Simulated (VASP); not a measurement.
# Pd (Fm-3m) in VASP: single point with PBE

Aim: the single point of Pd with PBE.

All numbers are computed with VASP 6.6.1; they aren't measurements. Logs are shortened: lines on timing, memory, paths and dates and some standing lists are left out, and cuts for length are marked.

**1. The cell of the first run**

Symmetry: Fm-3m, No. 225, cubic system. Conventional cell: a = 3.942 Å, b = 3.942 Å, c = 3.942 Å, α = 90.00°, β = 90.00°, γ = 90.00°. Within 3.7 Å of Pd (site symmetry m-3m) lie 12 Pd at 2.79 Å.

**2. Single point, PBE**

INCAR reads:

```
  PREC = Accurate
  ENCUT = 500
  EDIFF = 1E-6
  ISMEAR = -1
  SIGMA = 0.1
  LREAL = F
  LASPH = T
  NELM = 120
  ALGO = Normal
  ISIF = 2
  LWAVE = F
  LCHARG = T
  GGA = PE
  LELF = T
  LVHAR = T
  NBANDS = 28
  GGA_COMPAT = F
```

KPOINTS reads:

```
regular mesh
0
Gamma
  2 2 2
```

POSCAR reads:

```
Pd
1.0
    3.9421759900      0.0000000000      0.0000000000
    0.0000000000      3.9421759900      0.0000000000
    0.0000000000      0.0000000000      3.9421759900
Pd
4
Direct
    0.5000000000      0.5000000000      0.0000000000
    0.0000000000      0.0000000000      0.0000000000
    0.5000000000      0.0000000000      0.5000000000
    0.0000000000      0.5000000000      0.5000000000
```

Potentials or basis: VASP PAW PBE potentials, release 64 (Pd).

Started as:

```
cat potpaw_PBE.64/Pd/POTCAR > POTCAR
mpirun -np 1 vasp_std > vasp.out
```

OUTCAR:

```text
PREC = Accurate
   ENCUT = 500
   EDIFF = 1E-6
   ISMEAR = -1
   LREAL = F
   LASPH = T
   NELM = 120
   ISIF = 2
   GGA = PE

 ion  position               nearest neighbor table
   1  0.500  0.500  0.000-   2 2.79   3 2.79   4 2.79   3 2.79   4 2.79   2 2.79   3 2.79   3 2.79
                             2 2.79   4 2.79   4 2.79   2 2.79
   2  0.000  0.000  0.000-   1 2.79   3 2.79   4 2.79   3 2.79   4 2.79   1 2.79   4 2.79   4 2.79
                             1 2.79   3 2.79   3 2.79   1 2.79
   3  0.500  0.000  0.500-   1 2.79   2 2.79   4 2.79   1 2.79   2 2.79   1 2.79   4 2.79   1 2.79
                             2 2.79   4 2.79   2 2.79   4 2.79
   4  0.000  0.500  0.500-   1 2.79   2 2.79   3 2.79   1 2.79   2 2.79   2 2.79   3 2.79   2 2.79
                             1 2.79   3 2.79   1 2.79   3 2.79

  LATTYP: Found a simple cubic cell.
 ALAT       =     3.9421759900

  Lattice vectors:

 A1 = (   3.9421759900,   0.0000000000,   0.0000000000)
 A2 = (   0.0000000000,   3.9421759900,   0.0000000000)
 A3 = (   0.0000000000,   0.0000000000,   3.9421759900)

Analysis of symmetry for initial positions (statically):
=====================================================================
 Subroutine PRICEL returns following result:

  LATTYP: Found a face centered cubic cell.
 ALAT       =     3.9421759900

  Lattice vectors:

 A1 = (   1.9710879950,  -1.9710879950,   0.0000000000)
 A2 = (   1.9710879950,   0.0000000000,   1.9710879950)
 A3 = (   0.0000000000,  -1.9710879950,   1.9710879950)

   4 primitive cells build up your supercell.

 Routine SETGRP: Setting up the symmetry group for a
 simple cubic supercell.

 Subroutine GETGRP returns: Found 48 space group operations
 (whereof 48 operations were pure point group operations)
 out of a pool of 48 trial point group operations.

The static configuration has the point symmetry O_h .

Analysis of symmetry for dynamics (positions and initial velocities):
=====================================================================
 Subroutine PRICEL returns following result:

  LATTYP: Found a face centered cubic cell.
 ALAT       =     3.9421759900

  Lattice vectors:

 A1 = (   1.9710879950,  -1.9710879950,   0.0000000000)
 A2 = (   1.9710879950,   0.0000000000,   1.9710879950)
 A3 = (   0.0000000000,  -1.9710879950,   1.9710879950)

   4 primitive cells build up your supercell.

 Routine SETGRP: Setting up the symmetry group for a
 simple cubic supercell.

 Subroutine GETGRP returns: Found 48 space group operations
 (whereof 48 operations were pure point group operations)
 out of a pool of 48 trial point group operations.

The dynamic configuration has the point symmetry O_h .

 Subroutine INISYM returns: Found 48 space group operations
 (whereof 48 operations are pure point group operations),
 and found     4 'primitive' translations

----------------------------------------------------------------------------------------

                                     Primitive cell

  volume of cell :      15.3161

  direct lattice vectors                    reciprocal lattice vectors
     1.971087995 -1.971087995  0.000000000     0.253667011 -0.253667011 -0.253667011
     1.971087995  0.000000000  1.971087995     0.253667011  0.253667011  0.253667011
     0.000000000 -1.971087995  1.971087995    -0.253667011 -0.253667011  0.253667011

  length of vectors
     2.787539375  2.787539375  2.787539375     0.439364151  0.439364151  0.439364151

  position of ions in fractional coordinates (direct lattice)
     0.000000000  1.000000000  0.000000000

  ion indices of the primitive-cell ions
   primitive index   ion index
                 1           1

----------------------------------------------------------------------------------------

 KPOINTS: regular mesh

Automatic generation of k-mesh.
 Grid dimensions read from file:
 generate k-points for:    2    2    2

 Generating k-lattice:

  Cartesian coordinates                     Fractional coordinates (reciprocal lattice)
     0.126833505  0.000000000  0.000000000     0.500000000  0.000000000  0.000000000
     0.000000000  0.126833505  0.000000000     0.000000000  0.500000000  0.000000000
     0.000000000  0.000000000  0.126833505     0.000000000  0.000000000  0.500000000

  Length of vectors
     0.126833505  0.126833505  0.126833505

  Shift w.r.t. Gamma in fractional coordinates (k-lattice)
     0.000000000  0.000000000  0.000000000

 Subroutine IBZKPT returns following result:
 ===========================================

 Found      4 irreducible k-points:

 Following reciprocal coordinates:
            Coordinates               Weight
  0.000000  0.000000  0.000000      1.000000
  0.500000  0.000000  0.000000      3.000000
  0.500000  0.500000  0.000000      3.000000
  0.500000  0.500000  0.500000      1.000000
   k-points           NKPTS =      4   k-points in BZ     NKDIM =      4   number of bands    NBANDS=     28
   number of dos      NEDOS =    301   number of ions     NIONS =      4
   total plane-waves  NPLWV =  27000
   dimension x,y,z NGX =    30 NGY =   30 NGZ =   30
   dimension x,y,z NGXF=    60 NGYF=   60 NGZF=   60
   ions per type =               4
   NGX,Y,Z   is equivalent  to a cutoff of  12.65, 12.65, 12.65 a.u.
   NGXF,Y,Z  is equivalent  to a cutoff of  25.30, 25.30, 25.30 a.u.
 SYSTEM =  unknown system
   PREC   = accura    normal or accurate (medium, high low for compatibility)
   ISTART =      0    job   : 0-new  1-cont  2-samecut
   ICHARG =      2    charge: 1-file 2-atom 10-const
   ISPIN  =      1    spin polarized calculation?
   LNONCOLLINEAR =      F non collinear calculations
   LSORBIT =      F    spin-orbit coupling
   LASPH  =      T    aspherical Exc in radial PAW
   ENCUT  =  500.0 eV  36.75 Ry    6.06 a.u.   7.19  7.19  7.19*2*pi/ulx,y,z
   NELM   =    120;   NELMIN=  2; NELMDL= -5     # of ELM steps
   EDIFF  = 0.1E-05   stopping-criterion for ELM
   LREAL  =      F    real-space projection
   EDIFFG = 0.1E-04   stopping-criterion for IOM
   NSW    =      0    number of steps for IOM
   IBRION =     -1    ionic relax: 0-MD 1-quasi-New 2-CG
   NFREE  =      0    steps in history (QN), initial steepest desc. (CG)
   ISIF   =      2    stress and relaxation
   ISYM   =      2    0-nonsym 1-usesym 2-fastsym
   POTIM  = 0.5000    time-step for ionic-motion
   TEBEG  =    0.0;   TEEND  =   0.0 temperature during run
   PSTRESS=    0.0 pullay stress
   NELECT =      40.0000    total number of electrons
   NUPDOWN=      -1.0000    fix difference up-down
   EMIN   =  10.00;   EMAX   =-10.00  energy-range for DOS
   EFERMI =   0.00;   METHOD = LEGACY
   ISMEAR =    -1;   SIGMA  =   0.10  broadening in eV -4-tet -1-fermi 0-gaus
   EFERMI_NEDOS =   21; number of points for ismear=-14 and -15
   IALGO  =     38    algorithm
   IMIX   =      4    mixing-type and parameters
     AMIX     =   0.40;   BMIX     =  1.00
     AMIX_MAG =   1.60;   BMIX_MAG =  1.00
  volume/ion in A,a.u.               =      15.32       103.36
  Fermi-wavevector in a.u.,A,eV,Ry     =   1.420230  2.683846 27.443693  2.017055
  Thomas-Fermi vector in A             =   2.541168
   LORBIT       =      0    0 simple, 1 ext, 2 COOP (PROOUT), +10 PAW based schemes
   GGA     = PE    functional components
   LHFCALC =     F    Hartree Fock is set to
   AEXX    =    0.0000 exact exchange contribution
   IVDW    =     0    specifies the selected vdW correction
   LEPSILON=     F    determine dielectric tensor
   LRPA    =     F    only Hartree local field effects (RPA)
 non-spin polarized calculation
  energy-cutoff  :      500.00
  volume of cell :       61.26
 maximum number of plane-waves:      1596
 NGX is ok and might be reduce to    30
   NGX = 15   NGY = 15   NGZ = 15

 number of electron      40.0000017 magnetization

 Free energy of the ion-electron system (eV)
  ---------------------------------------------------
  ext. energy  EPLUGINS =         0.00000000
  ---------------------------------------------------
  free energy    TOTEN  =       -21.05910077 eV

  energy without entropy =      -20.79376644  energy(sigma->0) =      -20.92643360

 E-fermi :   9.5477     XC(G=0): -12.9217

 val. band max:        9.2660560874   @ k =   0.5000   0.5000   0.5000
 cond. band min:       9.5605680636   @ k =   0.0000   0.0000   0.0000
 fundamental gap:      0.2945119763
 Fermi energy:         9.5477313645

 k-point     1 :       0.0000    0.0000    0.0000
  band No.  band energies     occupation
      1       2.3180      2.00000
      2       4.1592      2.00000
      3       4.1592      2.00000
      4       4.1592      2.00000
      5       4.4389      2.00000
      6       4.4389      2.00000
      7       4.4389      2.00000
      8       6.5964      2.00000
      9       6.5964      2.00000
     10       6.5964      2.00000
     11       8.1316      2.00000
     12       8.1316      2.00000
     13       9.2435      1.90893
     14       9.2435      1.90893
     15       9.2435      1.90893
     16       9.5606      0.93590
     17       9.5606      0.93590
     18       9.5606      0.93590
     19       9.5606      0.93590
     20       9.5606      0.93590
     21       9.5606      0.93590
     22      12.5267      0.00000
     23      12.5267      0.00000
     24      12.5267      0.00000
     25      19.6171      0.00000
     26      19.6171      0.00000
     27      19.6171      0.00000
     28      22.1780      0.00000

 k-point     2 :       0.5000    0.0000    0.0000
  band No.  band energies     occupation
      1       4.4827      2.00000
      2       4.4827      2.00000
      3       5.1802      2.00000
      4       5.1802      2.00000
      5       5.4207      2.00000
      6       5.4207      2.00000
      7       6.0697      2.00000
      8       6.0697      2.00000
      9       6.0697      2.00000
     10       6.0697      2.00000
     11       7.5485      2.00000
     12       7.5485      2.00000
     13       7.8134      2.00000
     14       7.8134      2.00000
     15       7.8134      2.00000
     16       7.8134      2.00000
     17       8.0413      2.00000
     18       8.0413      2.00000
     19       8.6643      1.99971
     20       8.6643      1.99971
     21       9.5625      0.92609
     22       9.5625      0.92609
     23      17.9006      0.00000
     24      17.9006      0.00000
     25      17.9006      0.00000
     26      17.9006      0.00000
     27      19.2875      0.00000
     28      19.2875      0.00000

 k-point     3 :       0.5000    0.5000    0.0000
  band No.  band energies     occupation
      1       5.5639      2.00000
      2       5.5639      2.00000
      3       5.5639      2.00000
      4       5.5639      2.00000
      5       6.0039      2.00000
      6       6.0039      2.00000
      7       6.0039      2.00000
      8       6.0039      2.00000
      9       6.3757      2.00000
     10       6.3757      2.00000
     11       6.3757      2.00000
     12       6.3757      2.00000
     13       7.5123      2.00000
     14       7.5123      2.00000
     15       7.5123      2.00000
     16       7.5123      2.00000
     17       8.0818      2.00000
     18       8.0818      2.00000
     19       8.0818      2.00000
     20       8.0818      2.00000
     21      11.4916      0.00000
     22      11.4916      0.00000
     23      11.4916      0.00000
     24      11.4916      0.00000
     25      21.5157      0.00000
     26      21.5157      0.00000
     27      21.5157      0.00000
     28      21.5157      0.00000

 k-point     4 :       0.5000    0.5000    0.5000
  band No.  band energies     occupation
      1       4.2215      2.00000
      2       4.2215      2.00000
      3       4.2215      2.00000
      4       4.2215      2.00000
      5       6.5563      2.00000
      6       6.5563      2.00000
      7       6.5563      2.00000
      8       6.5563      2.00000
      9       6.5563      2.00000
     10       6.5563      2.00000
     11       6.5563      2.00000
     12       6.5563      2.00000
     13       9.2661      1.88715
     14       9.2661      1.88715
     15       9.2661      1.88715
     16       9.2661      1.88715
     17       9.2661      1.88715
     18       9.2661      1.88715
     19       9.2661      1.88715
     20       9.2661      1.88715
     21      10.2698      0.00146
     22      10.2698      0.00146
     23      10.2698      0.00146
     24      10.2698      0.00146
     25      16.2604      0.00000
     26      16.2604      0.00000
     27      16.2604      0.00000
     28      16.2604      0.00000

------------------------ aborting loop because EDIFF is reached ----------------------------------------

  FORCE on cell =-STRESS in cart. coord.  units (eV):
  Direction    XX          YY          ZZ          XY          YZ          ZX
  --------------------------------------------------------------------------------------
  -------------------------------------------------------------------------------------
  Total        0.9442847      0.9442847      0.9442847      0.0000000      0.0000000      0.0000000
  in kB       24.6947991     24.6947991     24.6947991      0.0000000      0.0000000      0.0000000
  external PRESSURE =      24.6947991 kB  Pullay stress =       0.0000000 kB

 VOLUME and BASIS-vectors are now :
 -----------------------------------------------------------------------------
  energy-cutoff  :      500.00
  volume of cell :       61.26
      direct lattice vectors                 reciprocal lattice vectors
     3.942175990  0.000000000  0.000000000     0.253667011  0.000000000  0.000000000
     0.000000000  3.942175990  0.000000000     0.000000000  0.253667011  0.000000000
     0.000000000  0.000000000  3.942175990     0.000000000  0.000000000  0.253667011

 POSITION                                       TOTAL-FORCE (eV/Angst)
 -----------------------------------------------------------------------------------
      1.97109      1.97109      0.00000         0.000000      0.000000      0.000000
      0.00000      0.00000      0.00000        -0.000000     -0.000000     -0.000000
      1.97109      0.00000      1.97109        -0.000000     -0.000000     -0.000000
      0.00000      1.97109      1.97109         0.000000     -0.000000      0.000000
 -----------------------------------------------------------------------------------
    total drift:                                0.000000      0.000000     -0.000000

  FREE ENERGIE OF THE ION-ELECTRON SYSTEM (eV)
  ---------------------------------------------------
  free  energy   TOTEN  =       -21.0591007697 eV

  energy  without entropy=      -20.7937664390  energy(sigma->0) =      -20.92643360
```

Wall time 24 s (1 thread of Intel Xeon Platinum 8259CL at 2.50GHz (Skylake/Cascade Lake), shared host); peak memory 0.15 GiB.

Results:

| Quantity | Value |
| --- | --- |
| Free energy | -21.0591 eV |
| Pressure | 2.5 GPa |
| Band gap on the k mesh | zero (filled and empty bands touch) |

Levels at points of the mesh, in eV from the Fermi level:
```
           k point  band 17  band 18  band 19  band 20  band 21  band 22  band 23  band 24
(0.00, 0.00, 0.00)     0.01     0.01     0.01     0.01     0.01     2.98     2.98     2.98
(0.50, 0.00, 0.00)    -1.51    -1.51    -0.88    -0.88     0.01     0.01     8.35     8.35
(0.50, 0.50, 0.00)    -1.47    -1.47    -1.47    -1.47     1.94     1.94     1.94     1.94
(0.50, 0.50, 0.50)    -0.28    -0.28    -0.28    -0.28     0.72     0.72     0.72     0.72
```

Caveat: the k points lie up to 0.80 Å⁻¹ apart.
